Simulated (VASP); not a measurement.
## Li: single point with r2SCAN

The system is Li.

```
Li
1.0
     0.00000    2.96627    2.96627
     2.96627    0.00000    2.96627
     2.96627    2.96627    0.00000
Li
2
Cartesian
  5.9325 5.9325 5.9325
  1.4831 1.4831 1.4831
```

This isn't the form of Li at room conditions, which is bcc.

```
Program                : VASP 6.6.1
Task                   : single point
Functional             : r2SCAN
Potentials or basis    : VASP PAW PBE potentials, release 64 (Li_sv)
Cutoff                 : 830 eV
k mesh                 : 6 × 6 × 6
Occupations            : gaussian, width 0.05 eV
Spin                   : no spin polarisation
Dipole correction      : no
Further INCAR settings : ALGO = Normal; EDIFF = 1e-06; NBANDS = 10
```

| Item | Value |
| --- | --- |
| Pressure | -0.3 GPa |
| Band gap on the k mesh | zero (bands 3 and 4 overlap by 0.70 eV) |

Levels at points of the mesh, in eV from the Fermi level:
```tsv
k point	band 1	band 2	band 3	band 4	band 5	band 6	band 7
(0.00, 0.00, 0.00)	-49.77	-49.69	-3.84	5.93	5.93	5.93	6.99
(0.50, 0.00, 0.00)	-49.75	-49.71	-1.56	-0.50	4.45	4.45	7.23
(0.50, 0.50, 0.00)	-49.73	-49.73	-0.11	-0.11	2.25	2.25	5.83
```

Run time: 98 s on 1 thread of Intel Xeon 8259CL, on a shared host, peak memory 0.24 GiB.

Caveat: the PAW data sets were made with another functional, which shifts forces and pressure a little.
